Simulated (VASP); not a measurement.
Input of a VASP 6.6.1 run:

INCAR

```
ALGO     = Normal         # electronic algorithm
DIPOL    = 0.5 0.5 0.500
EDIFF    = 1E-6           # SCF threshold, eV
EDIFFG   = -0.02          # ionic threshold
ENCUT    = 520            # plane-wave cutoff, eV
GGA      = PE             # functional
IBRION   = 2              # ionic algorithm
IDIPOL   = 3            
ISIF     = 2              # what is computed and relaxed
ISMEAR   = 0              # smearing method
LASPH    = True           # aspherical terms in the spheres
LCHARG   = False          # write CHGCAR
LDIPOL   = True         
LREAL    = False          # projectors in reciprocal space
LWAVE    = False          # write WAVECAR
NELM     = 80             # most SCF steps
NSW      = 80             # ionic steps
PREC     = Accurate       # precision mode
SIGMA    = 0.1            # smearing width, eV
```

Contents of KPOINTS:

```
k-points
0
Gamma
  13 13 1
```

The input POSCAR:

```
Rh
1.0
    2.7082034589      0.0000000000      0.0000000000
    0.0000000000      2.7082034589      0.0000000000
    0.0000000000      0.0000000000     18.8299780612
Rh
3
Direct
    0.5000000000      0.5000000000      0.3983010482
    0.0000000000      0.0000000000      0.5000000000
    0.5000000000      0.5000000000      0.6016989518
```

Potentials or basis: VASP PAW PBE potentials, release 64 (Rh_pv).

Run with:

```sh
$ cat potpaw_PBE.64/Rh_pv/POTCAR > POTCAR
$ mpirun -np 1 vasp_std > vasp.out
```

Estimate the energy gained by relaxing.

16.8 meV/atom.

Estimate the band gap on the k mesh.

zero (an odd number of electrons rules out a gap without spin polarisation).

Final structure:
```
Rh
1.0
     2.70820    0.00000    0.00000
     0.00000    2.70820    0.00000
     0.00000    0.00000   18.82998
Rh
3
Direct
  0.50000 0.50000 0.40221
  0.00000 0.00000 0.50000
  0.50000 0.50000 0.59779
```
